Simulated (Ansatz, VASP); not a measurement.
## One calculation of Mg2Sn, two programs

INCAR

```
ALGO     = Normal         # electronic algorithm
EDIFF    = 1E-6           # SCF threshold, eV
ENCUT    = 600            # plane-wave cutoff, eV
GGA      = PE             # functional
GGA_COMPAT= False        
ISIF     = 2              # what is computed and relaxed
ISMEAR   = 0              # smearing method
LASPH    = True           # aspherical terms in the spheres
LCHARG   = False          # write CHGCAR
LREAL    = False          # projectors in reciprocal space
LWAVE    = False          # write WAVECAR
NBANDS   = 16             # bands
NELM     = 120            # most SCF steps
PREC     = Accurate       # precision mode
SIGMA    = 0.1            # smearing width, eV
```

The input KPOINTS:

```
k-points
0
Gamma
  12 12 12
```

Contents of POSCAR:

```
Mg2Sn
1.0
    0.0000000000      3.3396556950      3.3396556950
    3.3396556950      0.0000000000      3.3396556950
    3.3396556950      3.3396556950      0.0000000000
Mg Sn
2 1
Direct
    0.2500000000      0.2500000000      0.2500000000
    0.7500000000      0.7500000000      0.7500000000
    0.0000000000      0.0000000000      0.0000000000
```

Input for Ansatz:

```yaml
crystal:
  lattice:
    - [0.0, 3.339655695, 3.339655695]
    - [3.339655695, 0.0, 3.339655695]
    - [3.339655695, 3.339655695, 0.0]
  atoms:
    - { symbol: Mg, position: [0.25, 0.25, 0.25] }
    - { symbol: Mg, position: [0.75, 0.75, 0.75] }
    - { symbol: Sn, position: [0.0, 0.0, 0.0] }
basis:
  ecutwfc: 420
kpoints:
  mp_grid: { grid: [12, 12, 12] }
hamiltonian:
  xc: pbe
scf:
  occupations: { method: gaussian, width: 0.1 }
output:
  forces: true
  stress: true
  eigenvalues: true
  populations: true
```

Alike in both runs: task single point; functional PBE; k mesh 12 × 12 × 12; occupations gaussian, width 0.1 eV; no spin polarisation.

|  | VASP | Ansatz |
| --- | --- | --- |
| version | VASP 6.6.1 | Ansatz 0.2.0 |
| potentials or method | VASP PAW PBE potentials, release 64 (Mg, Sn_d), cutoff 600 eV | scalar-relativistic, plane waves, PAW |
| valence electrons in the cell | 18 | 34 |

```tsv
	VASP	Ansatz	Ansatz less VASP
gap on the k mesh at the Fermi level (eV)	none	none	-
pressure (GPa)	2.7	2.8	+0.12
```

A gap of «none» marks a metal or a gap that the smearing closes. With one functional, cell and mesh, what is left measures potentials, basis and numerics. VASP's potentials hold 18 valence electrons a cell and Ansatz's 34, so a difference there can come from the potentials and not from the codes.
